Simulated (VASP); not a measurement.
Here is a VASP 6.6.1 calculation.

Contents of INCAR:

```
SYSTEM = BN
PREC = Accurate
ENCUT = 600
EDIFF = 1E-8
ISMEAR = 0
SIGMA = 0.01
LREAL = .False.
LASPH = .True.
NELM = 80
ALGO = Normal
ISIF = 3
LWAVE = .False.
LCHARG = .False.
IBRION = 6
NFREE = 2
POTIM = 0.015
NSW = 1
```

The input KPOINTS:

```
Automatic mesh
0
Gamma
  10 10 4
  0 0 0
```

Contents of POSCAR:

```
BN
1.0
    2.4889415688      0.0000000000      0.0000000000
   -1.2444707844      2.1554866271      0.0000000000
    0.0000000000      0.0000000000      6.4944878198
B N
2 2
Direct
    0.3333333333      0.6666666667      0.2500000000
    0.6666666667      0.3333333333      0.7500000000
    0.3333333333      0.6666666667      0.7500000000
    0.6666666667      0.3333333333      0.2500000000
```

Potentials or basis: VASP PAW LDA potentials, release 64 (B, N).

Launch:

```console
$ cat potpaw_LDA.64/B/POTCAR potpaw_LDA.64/N/POTCAR > POTCAR
$ mpirun -np 1 vasp_std > vasp.out
```

**Question.** Estimate the Voigt bulk modulus.

**Answer.** 256 GPa.

**Question.** What does it give for the highest phonon frequency at Γ, LO-TO splitting left out?

**Answer.** 1383 cm⁻¹.

Clamped-ion elastic tensor (GPa):
```
959 178   2   0   0   0
178 959   2   0   0   0
  2   2  27   0   0   0
  0   0   0   5   0   0
  0   0   0   0   5   0
  0   0   0   0   0 391
```
